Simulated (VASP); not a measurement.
A run of VASP 6.6.1 is set up as follows.

Contents of INCAR:

```
SYSTEM = ZnS
  PREC = Accurate
  ENCUT = 520
  EDIFF = 1E-8
  ISMEAR = 0
  SIGMA = 0.01
  LREAL = .FALSE.
  LASPH = .TRUE.
  NELM = 60
  ALGO = Normal
  ISIF = 2
  LWAVE = .FALSE.
  LCHARG = .TRUE.
  GGA = PE
  IBRION = 8
  NSW = 1
  LEPSILON = .TRUE.
```

KPOINTS

```
Automatic mesh
0
G
  8 8 8
  0 0 0
```

File POSCAR:

```
ZnS
1.0
    0.0000000000      2.7211543806      2.7211543806
    2.7211543806      0.0000000000      2.7211543806
    2.7211543806      2.7211543806      0.0000000000
Zn S
1 1
Direct
    0.0000000000      0.0000000000      0.0000000000
    0.7500000000      0.7500000000      0.7500000000
```

Potentials or basis: VASP PAW PBE potentials, release 64 (Zn, S).

Run with:

```bash
$ cat potpaw_PBE.64/Zn/POTCAR potpaw_PBE.64/S/POTCAR > POTCAR
$ mpirun -np 1 vasp_std > vasp.out
```

Question: What does it give for the electronic dielectric tensor (diagonal)?

Answer: 6.02.

Question: Estimate the Born charges (mean of the diagonal).

Answer: Zn +2.04; S -2.04 e.

Question: Predict the highest phonon frequency at Γ, LO-TO splitting left out.

Answer: 261 cm⁻¹.

Electronic dielectric tensor:
```
6.02 0.00 0.00
0.00 6.02 0.00
0.00 0.00 6.02
```
